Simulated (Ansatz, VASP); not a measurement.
# Cu: VASP beside Ansatz

```
Cu
1.0
     2.30415    0.00000    0.00000
     0.00000    2.30415    0.00000
     0.00000    0.00000    2.30415
Cu
1
Direct
  0.00000 0.00000 0.00000
```

Alike in both runs: task single point; functional r2SCAN; k mesh 15 × 15 × 15; occupations fermi-dirac, width 0.1 eV; no spin polarisation.

```csv
,VASP,Ansatz
version,VASP 6.6.1,Ansatz 0.2.0
potentials or method,"VASP PAW PBE potentials, release 64 (Cu), cutoff 520 eV","plane waves (500 eV) with PAW, scalar-relativistic"
valence electrons in the cell,11,19
```

|  | VASP | Ansatz | Ansatz less VASP |
| --- | --- | --- | --- |
| pressure (GPa) | 12.8 | 12.1 | -0.63 |

VASP's potentials were made for PBE, not for r2SCAN. VASP's potentials hold 11 valence electrons a cell and Ansatz's 19, so a difference there can come from the potentials and not from the codes.
